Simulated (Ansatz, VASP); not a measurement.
# InP: VASP beside Ansatz

```
In P
1.0
     0.00000    2.90980    2.97169
     2.90980    0.00000    2.97169
     2.90980    2.90980    0.00000
In P
1 1
Direct
  0.00000 0.00000 0.00000
  0.25000 0.25000 0.25000
```

Change from the starting cell: strained cell.

Alike in both runs: task relaxation of the atoms; functional PBEsol; k mesh 10 × 10 × 10; occupations gaussian, width 0.02 eV; no spin polarisation.

```csv
,VASP,Ansatz
version,VASP 6.6.1,Ansatz 0.2.0
potentials or method,"VASP PAW PBE potentials, release 64 (In_d, P), cutoff 450 eV","scalar-relativistic, plane waves, PAW"
valence electrons in the cell,18,18
```

```csv
,VASP,Ansatz,Ansatz less VASP
"gap on the k mesh at the Fermi level, each at its own relaxed structure (eV)",0.58,0.58,+0.001
```

VASP's potentials were made for PBE, not for PBEsol. Ansatz's warnings: stress scf threshold loose.

Noted on VASP's run: the relaxation stopped at its first step, so nothing moved.
